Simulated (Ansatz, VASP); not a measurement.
**Hf: VASP beside Ansatz**

File INCAR:

```
  PREC = Accurate
  ENCUT = 520
  EDIFF = 1E-6
  ISMEAR = -1
  SIGMA = 0.08
  LREAL = False
  LASPH = True
  NELM = 60
  ALGO = Normal
  ISIF = 2
  LWAVE = False
  LCHARG = True
  GGA = PS
  LELF = True
  LVHAR = True
  NBANDS = 11
```

File KPOINTS:

```
regular mesh
0
Gamma
  13 13 13
```

File POSCAR:

```
Hf
1.0
    2.1961143969      0.0000000000      0.0000000000
    0.0000000000      2.1961143969      0.0000000000
    0.0000000000      0.0000000000      2.1961143969
Hf
1
Direct
    0.0000000000      0.0000000000      0.0000000000
```

Input for Ansatz:

```yaml
crystal:
  lattice:
    - [2.1961143969, 0.0, 0.0]
    - [0.0, 2.1961143969, 0.0]
    - [0.0, 0.0, 2.1961143969]
  atoms:
    - { symbol: Hf, position: [0.0, 0.0, 0.0] }
kpoints:
  mp_grid: { grid: [13, 13, 13] }
  band_path:
    path:
      - [0.0, 0.0, 0.0]
      - [0.0, 0.5, 0.0]
      - [0.5, 0.5, 0.0]
      - [0.0, 0.0, 0.0]
      - [0.5, 0.5, 0.5]
      - [0.0, 0.5, 0.0]
      - [0.5, 0.5, 0.5]
      - [0.5, 0.5, 0.0]
    npoints: 8
scf:
  occupations: { method: fermi_dirac, width: 0.08 }
hamiltonian:
  xc: pbesol
  pseudopotentials: { kind: all_electron, lapw: { basis_error: 0.001 } }
output:
  forces: true
  stress: true
  eigenvalues: true
  populations: true
  dos: { projected: true, de: 0.2, e_range: [-14, 8] }
```

Change from the starting cell: volume scaled by 0.45, LAPW.

Alike in both runs: task single point; functional PBEsol; k mesh 13 × 13 × 13; occupations fermi-dirac, width 0.08 eV; no spin polarisation.

|  | VASP | Ansatz |
| --- | --- | --- |
| version | VASP 6.6.1 | Ansatz 0.2.0 |
| potentials or method | VASP PAW PBE potentials, release 64 (Hf_pv), cutoff 520 eV | all-electron LAPW, scalar-relativistic |

```csv
,VASP,Ansatz,Ansatz less VASP
pressure (GPa),308.9,317.8,+8.88
```

VASP's potentials were made for PBE, not for PBEsol. Both programs put the cell under a high pressure, so it lies far from rest at this level. Ansatz ran all-electron here, and VASP with PAW potentials.

Neither program's run includes spin-orbit coupling. Noted on VASP's run: the cell as given lies far from equilibrium.
